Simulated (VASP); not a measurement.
The system is B.

```
B
1.0
     1.63051   -2.76341    0.00000
     1.63051    2.76341    0.00000
     0.00000    0.00000    3.26535
B
4
Direct
  0.15250 0.84750 0.07850
  0.65250 0.34750 0.42150
  0.84750 0.15250 0.92150
  0.34750 0.65250 0.57850
```

```yaml
Program: VASP 6.6.1
Task: relaxation of cell and atoms
Functional: PBE
Potentials_or_basis: VASP PAW PBE potentials, release 64 (B)
Cutoff: 600 eV
k_mesh: 6 × 6 × 6
Occupations: gaussian, width 0.1 eV
Spin: no spin polarisation
```

At the start: pressure -26.2 GPa; volume 7.36 Å³/atom.

**Question.** Where does the relaxation end?

**Answer.** Over 8 steps the energy falls by 141.6 meV/atom and the volume is 6.39 Å³/atom (-13.2 %); space group Cmce (No. 64, to 0.1 Å) before and after.

The path:
```
step  energy change (eV)  largest force (eV/Å)  pressure (GPa)  volume (Å³)
   1              0.0000                0.7899          -26.17        29.43
   2             -0.4871                0.3338           11.58        24.58
   3             -0.5053                0.3494            4.05        25.25
   4             -0.5557                0.3218            1.14        25.42
   5             -0.5571                0.3637            0.80        25.45
   6             -0.5622                0.1771           -0.41        25.62
   7             -0.5653                0.0791            0.00        25.56
   8             -0.5663                0.0183            0.09        25.55
```

Final structure:
```
B
1.0
     1.47058   -2.66091    0.00000
     1.47058    2.66091    0.00000
     0.00000    0.00000    3.26465
B
4
Direct
  0.15627 0.84373 0.09063
  0.65627 0.34373 0.40937
  0.84373 0.15627 0.90937
  0.34373 0.65627 0.59063
```

Caveat: the k points lie up to 0.41 Å⁻¹ apart in the final cell, too coarse for converged energies and pressures of a metal.
